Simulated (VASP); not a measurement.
InAsS4: single point with PBE

The system is InAsS4.

```
In As S
1.0
     0.00000    3.89242    3.89242
     3.89242    0.00000    3.89242
     3.89242    3.89242    0.00000
In As S
1 1 4
Cartesian
  5.8386 5.8386 5.8386
  0.0000 0.0000 0.0000
  2.9926 4.7922 4.7922
  2.9926 2.9926 2.9926
  4.7922 4.7922 2.9926
  4.7922 2.9926 4.7922
```

```
Program                : VASP 6.6.1
Task                   : single point
Functional             : PBE
Potentials or basis    : VASP PAW PBE potentials, release 64 (In_d, As, S)
Cutoff                 : 520 eV
k mesh                 : 4 × 4 × 4
Occupations            : gaussian, width 0.1 eV
Spin                   : no spin polarisation
Dipole correction      : no
Further INCAR settings : ALGO = Normal; EDIFF = 1e-07; NBANDS = 30
```

```yaml
Pressure: 0.0 GPa
Largest_force: 0.006 eV/Å
Band_gap_on_the_k_mesh: zero (band 21 reaches 7.36 eV, above the bottom of band 22 at 6.20 eV)
```

Forces on the atoms (eV/Å):
```
In   0.000  0.000  0.000
As   0.000  0.000  0.000
S   -0.004  0.004  0.004
S   -0.004 -0.004 -0.004
S    0.004  0.004 -0.004
S    0.004 -0.004  0.004
```

Levels at points of the mesh, in eV from the Fermi level:
| k point | band 18 | band 19 | band 20 | band 21 | band 22 | band 23 |
| --- | --- | --- | --- | --- | --- | --- |
| (0.00, 0.00, 0.00) | -1.55 | -1.55 | -1.55 | 0.93 | 0.93 | 0.93 |
| (0.50, 0.00, 0.00) | -1.92 | -1.92 | -0.68 | 0.12 | 0.45 | 0.45 |
| (0.50, 0.50, 0.00) | -2.40 | -2.40 | -1.42 | 0.05 | 0.34 | 0.60 |

Run time: 21 s on 1 thread of Intel(R) Xeon(R) 6975P-C (Granite Rapids), on a shared host, peak memory 0.25 GiB.

Caveat: spin-orbit coupling is left out, which moves the levels of the heavy elements.
